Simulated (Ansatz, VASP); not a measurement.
**One calculation of SbS3, two programs**

```xyz
4
Lattice="4.2424 0.0000 0.0000 0.0000 4.2424 0.0000 0.0000 0.0000 4.2424" Properties=species:S:1:pos:R:3 pbc="T T T"
Sb    0.0000    0.0000    0.0000
S     0.0000    2.1212    2.1212
S     2.1212    0.0000    2.1212
S     2.1212    2.1212    0.0000
```

Change from the starting cell: species swapped into the Ce3Sn type (Pm-3m, No. 221).

Alike in both runs: task relaxation of cell and atoms; functional PBE; k mesh 12 × 12 × 12; occupations gaussian, width 0.1 eV; no spin polarisation.

```csv
,VASP,Ansatz
version,VASP 6.6.1,Ansatz 0.2.0
potentials or method,"VASP PAW PBE potentials, release 64 (Sb, S), cutoff 600 eV","scalar-relativistic, plane waves, PAW"
valence electrons in the cell,23,33
```

VASP gave:

- gap on the k mesh at the Fermi level, each at its own relaxed structure (eV): none
- relaxed volume (Å³/atom): 18.87
- relaxed cell length with the largest relative difference (Å): 4.226

Which values does Ansatz return?

gap on the k mesh at the Fermi level, each at its own relaxed structure (eV): none; relaxed volume (Å³/atom): 18.94; relaxed cell length with the largest relative difference (Å): 4.232.

A gap of «none» marks a metal or a gap that the smearing closes. VASP's potentials hold 23 valence electrons a cell and Ansatz's 33, so a difference there can come from the potentials and not from the codes.

Spin-orbit coupling is off throughout.
